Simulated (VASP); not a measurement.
Here is a VASP 6.6.1 calculation.

The input INCAR:

```
  PREC = Accurate
  ENCUT = 520
  EDIFF = 1E-6
  ISMEAR = 0
  SIGMA = 0.1
  LREAL = F
  LASPH = T
  NELM = 60
  ALGO = Normal
  ISIF = 2
  LWAVE = F
  LCHARG = F
  GGA = PS
  NBANDS = 25
```

Contents of KPOINTS:

```
Automatic mesh
0
Gamma
  10 10 6
```

The input POSCAR:

```
CuO
1.0
    2.3446500000     -1.7134000000      0.0000000000
    2.3446500000      1.7134000000      0.0000000000
   -0.8605500000      0.0000000000      5.0594400000
Cu O
2 2
Direct
    0.0032000000      0.4968000000      0.0000000000
    0.4968000000      0.0032000000      0.5000000000
    0.5714000000      0.4056000000      0.2537000000
    0.4056000000      0.5714000000      0.7537000000
```

Potentials or basis: VASP PAW PBE potentials, release 64 (Cu, O).

Launch:

```bash
$ cat potpaw_PBE.64/Cu/POTCAR potpaw_PBE.64/O/POTCAR > POTCAR
$ mpirun -np 1 vasp_std > vasp.out
```

(1) Predict the pressure.

(2) Estimate the largest force.

Results:

(1) -2.0 GPa.

(2) 0.754 eV/Å.

Caveat: the PAW data sets were made with another functional, which shifts forces and pressure a little.
